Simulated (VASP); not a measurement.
# SnO in VASP: single point with PBE+D3(BJ)

Aim: the single point of SnO with PBE+D3(BJ).

Everything below comes from runs of VASP 6.6.1. Logs are shortened: lines on timing, memory, paths and dates and some standing lists are left out, and cuts for length are marked.

### Step 1. The cell of the first run

The cell holds a slab with vacuum, 8 atoms: a = 3.821 Å, b = 3.821 Å, c = 22.228 Å, α = 90.00°, β = 90.00°, γ = 90.00°.

### Step 2. Single point, PBE+D3(BJ)

Contents of INCAR:

```
ALGO     = Normal         # electronic algorithm
DIPOL    = 0.5 0.5 0.404
EDIFF    = 1E-6           # SCF threshold, eV
ENCUT    = 520            # plane-wave cutoff, eV
GGA      = PE             # functional
IDIPOL   = 3            
ISIF     = 2              # what is computed and relaxed
ISMEAR   = 0              # smearing method
IVDW     = 12             # dispersion correction
LASPH    = True           # aspherical terms in the spheres
LCHARG   = False          # write CHGCAR
LDIPOL   = True         
LREAL    = False          # projectors in reciprocal space
LWAVE    = False          # write WAVECAR
NBANDS   = 50             # bands
NELM     = 80             # most SCF steps
PREC     = Accurate       # precision mode
SIGMA    = 0.05           # smearing width, eV
```

Contents of KPOINTS:

```
k-points
0
Gamma
  7 7 1
```

Contents of POSCAR:

```
SnO
1.0
    3.8205591572     -0.0000144285      0.0000000000
    0.0000145032      3.8205591572      0.0000000000
    0.0000000000      0.0000000000     22.2281056610
Sn O
4 4
Direct
    0.7499972356      0.2500027644      0.2024464014
    0.2499972356      0.7500027644      0.3088006209
    0.3749972356      1.1250027644      0.5000000000
    0.8749972356      0.6250027644      0.6063542196
    0.2499972356      0.2500027644      0.2556235111
    0.7499972356      0.7500027644      0.2556235111
    0.8749972356      1.1250027644      0.5531771098
    0.3749972356      0.6250027644      0.5531771098
```

Potentials or basis: VASP PAW PBE potentials, release 64 (Sn_d, O).

Command:

```console
$ cat potpaw_PBE.64/Sn_d/POTCAR potpaw_PBE.64/O/POTCAR > POTCAR
$ mpirun -np 1 vasp_std > vasp.out
```

OUTCAR:

```text
EDIFF = 1E-6
   ENCUT = 520
   GGA = PE
   ISIF = 2
   ISMEAR = 0
   IVDW = 12
   LASPH = True
   LREAL = False
   NELM = 80
   PREC = Accurate
 IVDW          = 12

 ion  position               nearest neighbor table
   1  0.750  0.250  0.202-   5 2.25   5 2.25   6 2.25   6 2.25   2 3.59   2 3.59   2 3.59   2 3.59

   2  0.250  0.750  0.309-   6 2.25   6 2.25   5 2.25   5 2.25   1 3.59   1 3.59   1 3.59   1 3.59

   3  0.375  0.125  0.500-   7 2.25   7 2.25   8 2.25   8 2.25   4 3.59   4 3.59   4 3.59   4 3.59

   4  0.875  0.625  0.606-   8 2.25   8 2.25   7 2.25   7 2.25   3 3.59   3 3.59   3 3.59   3 3.59

   5  0.250  0.250  0.256-   1 2.25   1 2.25   2 2.25   2 2.25
   6  0.750  0.750  0.256-   1 2.25   1 2.25   2 2.25   2 2.25
   7  0.875  0.125  0.553-   3 2.25   3 2.25   4 2.25   4 2.25
   8  0.375  0.625  0.553-   4 2.25   4 2.25   3 2.25   3 2.25

  LATTYP: Found a simple tetragonal cell.
 ALAT       =     3.8205591572
 C/A-ratio  =     5.8180242070

  Lattice vectors:

 A1 = (   3.8205591572,  -0.0000144285,   0.0000000000)
 A2 = (   0.0000145032,   3.8205591572,   0.0000000000)
 A3 = (   0.0000000000,   0.0000000000,  22.2281056610)

Analysis of symmetry for initial positions (statically):
=====================================================================
 Subroutine PRICEL returns:
 Original cell was already a primitive cell.

 Routine SETGRP: Setting up the symmetry group for a
 simple tetragonal supercell.

 Subroutine GETGRP returns: Found  2 space group operations
 (whereof  1 operations were pure point group operations)
 out of a pool of 16 trial point group operations.

The static configuration has the point symmetry C_1 .
 The point group associated with its full space group is S_2 .

Analysis of symmetry for dynamics (positions and initial velocities):
=====================================================================
 Subroutine PRICEL returns:
 Original cell was already a primitive cell.

 Routine SETGRP: Setting up the symmetry group for a
 simple tetragonal supercell.

 Subroutine GETGRP returns: Found  2 space group operations
 (whereof  1 operations were pure point group operations)
 out of a pool of 16 trial point group operations.

The dynamic configuration has the point symmetry C_1 .
 The point group associated with its full space group is S_2 .

 Subroutine INISYM returns: Found  2 space group operations
 (whereof  1 operations are pure point group operations),
 and found     1 'primitive' translations

----------------------------------------------------------------------------------------

                                     Primitive cell

  volume of cell :     324.4564

[... 116 lines left out ...]
   IALGO  =     38    algorithm
   IMIX   =      4    mixing-type and parameters
     AMIX     =   0.40;   BMIX     =  1.00
     AMIX_MAG =   1.60;   BMIX_MAG =  1.00
  volume/ion in A,a.u.               =      40.56       273.69
  Fermi-wavevector in a.u.,A,eV,Ry     =   1.026564  1.939925 14.338279  1.053834
  Thomas-Fermi vector in A             =   2.160463
   LORBIT       =      0    0 simple, 1 ext, 2 COOP (PROOUT), +10 PAW based schemes
   GGA     = PE    functional components
   LHFCALC =     F    Hartree Fock is set to
   AEXX    =    0.0000 exact exchange contribution
   IVDW    =    12    specifies the selected vdW correction
   LEPSILON=     F    determine dielectric tensor
   LRPA    =     F    only Hartree local field effects (RPA)
 non-spin polarized calculation
 Gauss-broadening in eV      SIGMA  =   0.05
  energy-cutoff  :      520.00
  volume of cell :      324.46
 maximum number of plane-waves:      8769
   NGX = 15   NGY = 15   NGZ = 83

 dipolmoment           0.000000      0.000000      0.000032 electrons x Angstroem

 number of electron      79.9999970 magnetization

 dipolmoment           0.000000      0.000000     -0.000022 electrons x Angstroem

 Free energy of the ion-electron system (eV)
  ---------------------------------------------------
  ext. energy  EPLUGINS =         0.00000000
  ---------------------------------------------------
  free energy    TOTEN  =       -45.17054520 eV

  energy without entropy =      -45.17054520  energy(sigma->0) =      -45.17054520

 E-fermi :   0.0540     XC(G=0):  -5.3321

 val. band max:       -0.2226525870   @ k =  -0.1429   0.1429   0.0000
 cond. band min:       2.3206398295   @ k =   0.4286   0.0000   0.0000
 fundamental gap:      2.5432924165
 Fermi energy:         0.0539728350

 k-point     1 :       0.0000    0.0000    0.0000
  band No.  band energies     occupation
      1     -21.0534      2.00000
      2     -21.0533      2.00000
      3     -20.6940      2.00000
      4     -20.6940      2.00000
      5     -20.6562      2.00000
      6     -20.6560      2.00000
[... 1261 lines left out ...]
     49       6.1309      0.00000
     50       6.3730      0.00000

 [... further k-points ...]

------------------------ aborting loop because EDIFF is reached ----------------------------------------

 vacuum level on the upper side and lower side of the slab       (xc-potential included)        -0.240        -0.240

 Edisp (eV)   -1.23354

 E8    (eV) :    -0.5454

  FORCE on cell =-STRESS in cart. coord.  units (eV):
  Direction    XX          YY          ZZ          XY          YZ          ZX
  --------------------------------------------------------------------------------------
  -------------------------------------------------------------------------------------
  Total       0.12328     0.17251    -0.14413     0.01147     0.14556     0.09527
  in kB       0.60878     0.85184    -0.71173     0.05663     0.71879     0.47045
  external pressure =        0.25 kB  Pullay stress =        0.00 kB

 VOLUME and BASIS-vectors are now :
 -----------------------------------------------------------------------------
  energy-cutoff  :      520.00
  volume of cell :      324.46
      direct lattice vectors                 reciprocal lattice vectors
     3.820559157 -0.000014428  0.000000000     0.261741792 -0.000000994  0.000000000
     0.000014503  3.820559157  0.000000000     0.000000988  0.261741792  0.000000000
     0.000000000  0.000000000 22.228105661     0.000000000  0.000000000  0.044988089

 POSITION                                       TOTAL-FORCE (eV/Angst)
 -----------------------------------------------------------------------------------
      2.86541      0.95514      4.50000        -0.001814     -0.002765     -0.070720
      0.95514      2.86543      6.86405        -0.007529     -0.015071      0.125099
      1.43270      0.47758     11.11405         0.007529      0.015071     -0.125099
      3.34299      2.38785     13.47811         0.001814      0.002765      0.070720
      0.95513      0.95515      5.68203         0.003775     -0.014029      0.006423
      2.86542      2.86542      5.68203        -0.010749      0.005452      0.006827
      3.34298      0.47757     12.29608         0.010749     -0.005452     -0.006827
      1.43271      2.38785     12.29608        -0.003775      0.014029     -0.006423
 -----------------------------------------------------------------------------------
    total drift:                               -0.000000     -0.000000     -0.001009

  FREE ENERGIE OF THE ION-ELECTRON SYSTEM (eV)
  ---------------------------------------------------
  free  energy   TOTEN  =       -46.4040817454 eV

  energy  without entropy=      -46.4040817454  energy(sigma->0) =      -46.40408175

 vacuum level on the upper side and lower side of the slab         4.766         4.769
```

OSZICAR:

```text
N       E                     dE             d eps       ncg     rms          rms(c)
DAV:   1     0.947094583471E+03    0.94709E+03   -0.38150E+04  2684   0.180E+03
DAV:   2     0.135603514648E+03   -0.81149E+03   -0.78142E+03  2796   0.495E+02
DAV:   3    -0.394663312532E+02   -0.17507E+03   -0.16971E+03  3088   0.220E+02
[... 14 lines left out ...]
DAV:  18    -0.451704948858E+02   -0.25453E-04   -0.48986E-06  2616   0.192E-02    0.352E-03
DAV:  19    -0.451705353860E+02   -0.40500E-04   -0.71125E-06  2498   0.263E-02    0.440E-03
DAV:  20    -0.451705395872E+02   -0.42012E-05   -0.11969E-06  1984   0.111E-02    0.277E-03
DAV:  21    -0.451705447283E+02   -0.51411E-05   -0.71860E-07  1772   0.495E-03    0.114E-03
DAV:  22    -0.451705451963E+02   -0.46808E-06   -0.17296E-07  1842   0.310E-03
   1 F= -.46404082E+02 E0= -.46404082E+02  d E =-.169105E-15
```

stdout:

```text
POSCAR found type information on POSCAR SnO
 POSCAR found :  2 types and       8 ions
 scaLAPACK will be used
 LDA part: xc-table for (Slater+PW92), standard interpolation
 POSCAR, INCAR and KPOINTS ok, starting setup
 FFT: planning ... GRIDC
 FFT: planning ... GRID_SOFT
 FFT: planning ... GRID
 WAVECAR not read
 entering main loop
```

Run time: 11 min. Hardware: 1 thread of Intel Xeon Platinum 8375C at 2.90GHz (Ice Lake), shared host; peak memory 0.52 GiB.

What came out:

```
Free energy                : -46.4041 eV
Largest force              : 0.126 eV/Å
Band gap on the k mesh     : 2.54 eV, indirect (least direct gap 2.58 eV)
Dispersion energy per atom : -0.154 eV
```

Forces on the atoms (eV/Å):
```
Sn  -0.002 -0.003 -0.071
Sn  -0.008 -0.015  0.125
Sn   0.008  0.015 -0.125
Sn   0.002  0.003  0.071
O    0.004 -0.014  0.006
O   -0.011  0.005  0.007
O    0.011 -0.005 -0.007
O   -0.004  0.014 -0.006
```

Levels at points of the mesh, in eV from the valence-band top:
```csv
k point,band 37,band 38,band 39,band 40,band 41,band 42,band 43,band 44
"(0.00, 0.00, 0.00)",-1.92,-1.92,-0.57,-0.03,2.55,2.89,2.89,3.78
```

Caveat: spin-orbit coupling is left out, which moves the levels of the heavy elements.
